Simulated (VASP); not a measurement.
Wanted: the native input for a VASP 6.6.1 run.

```yaml
Task: single point
Functional: r2SCAN
Potentials_or_basis: VASP PAW PBE potentials, release 64 (Cl)
Cutoff: 520 eV
k_mesh: 1 × 1 × 1
Occupations: fermi-dirac, width 0.05 eV
Spin: no spin polarisation
Dipole_correction: no
Further_INCAR_settings: LREAL = Auto; ALGO = Normal; EDIFF = 1e-06; NBANDS = 102
```

Cl:

```
Cl
1.0
     9.96655    0.00000    0.00000
     0.00000    9.96655    0.00000
     0.00000    0.00000    9.96655
Cl
24
Direct
  0.10831 0.81972 0.53868
  0.29594 0.76059 0.59078
  0.15029 0.15897 0.18913
  0.96523 0.21639 0.11708
  0.87268 0.68330 0.97219
  0.01040 0.83830 0.96730
  0.84348 0.95325 0.41821
  0.88238 0.13206 0.50290
  0.23539 0.10368 0.83941
  0.31633 0.16624 0.66327
  0.38844 0.84845 0.30725
  0.43691 0.93301 0.13234
  0.74317 0.53197 0.60295
  0.59968 0.65632 0.53396
  0.98349 0.50857 0.45447
  0.14046 0.44578 0.35686
  0.57812 0.42795 0.12047
  0.61256 0.48735 0.93084
  0.63720 0.94665 0.83939
  0.61516 0.13737 0.86433
  0.48848 0.18750 0.34692
  0.51239 0.36888 0.41488
  0.21524 0.46295 0.91029
  0.10282 0.47556 0.73735
```

One way to write it, as run:

POSCAR

```
Cl
1.0
    9.9665550000      0.0000000000      0.0000000000
    0.0000000000      9.9665550000      0.0000000000
    0.0000000000      0.0000000000      9.9665550000
Cl
24
Direct
    0.1083122503      0.8197215588      0.5386816207
    0.2959397706      0.7605938060      0.5907758498
    0.1502926538      0.1589716808      0.1891325538
   -0.0347662758      0.2163937288      0.1170815793
    0.8726786738      0.6832952811      0.9721914945
    1.0103992804      0.8383037067      0.9672951185
    0.8434810223     -0.0467463431      0.4182086990
    0.8823811237      0.1320616803      0.5029019556
    0.2353872527      0.1036767469      0.8394073980
    0.3163279589      0.1662359762      0.6632683008
    0.3884391347      0.8484476331      0.3072475896
    0.4369112497      0.9330104535      0.1323426199
    0.7431655171      0.5319691709      0.6029465548
    0.5996756151      0.6563150457      0.5339558152
   -0.0165052016      0.5085709154      0.4544699748
    0.1404597677      0.4457809143      0.3568635301
    0.5781235342      0.4279512831      0.1204729217
    0.6125587026      0.4873499419     -0.0691613100
    0.6372011191     -0.0533484238      0.8393873309
    0.6151573939      0.1373694321      0.8643307542
    0.4884837338      0.1874970840      0.3469202749
    0.5123937007      0.3688837316      0.4148775580
    0.2152398697      0.4629483307      0.9102944799
    0.1028238945      0.4755605121      0.7373460539
```

INCAR.step1

```
  PREC = Accurate
  ENCUT = 520
  ISMEAR = -1
  SIGMA = 0.05
  LREAL = Auto
  LASPH = True
  NELM = 60
  NBANDS = 102
  GGA = PE
  ALGO = Normal
  EDIFF = 1E-4
  LWAVE = True
  LCHARG = False
```

INCAR.step2

```
  PREC = Accurate
  ENCUT = 520
  EDIFF = 1E-6
  ISMEAR = -1
  SIGMA = 0.05
  LREAL = Auto
  LASPH = True
  NELM = 60
  ALGO = Normal
  ISIF = 2
  LWAVE = False
  LCHARG = False
  METAGGA = R2SCAN
  LMIXTAU = True
  NBANDS = 102
  ISTART = 1
```

KPOINTS

```
regular mesh
0
Gamma
  1 1 1
```

Potentials or basis: VASP PAW PBE potentials, release 64 (Cl).

Launch:

```console
$ cat potpaw_PBE.64/Cl/POTCAR > POTCAR
$ cp INCAR.step1 INCAR
$ mpirun -np 1 vasp_gam > vasp.out
$ cp INCAR.step2 INCAR
$ mpirun -np 1 vasp_gam > vasp.out
```

Results of the run:

```
Pressure      : -0.4 GPa
Largest force : 1.268 eV/Å
```

Caveat: the k points lie up to 0.63 Å⁻¹ apart; the PAW data sets were made with another functional, which shifts forces and pressure a little.

Run time: 10 min on 1 thread of Intel(R) Xeon(R) Platinum 8488C (Sapphire Rapids), with other jobs on the host, peak memory 1 GiB.
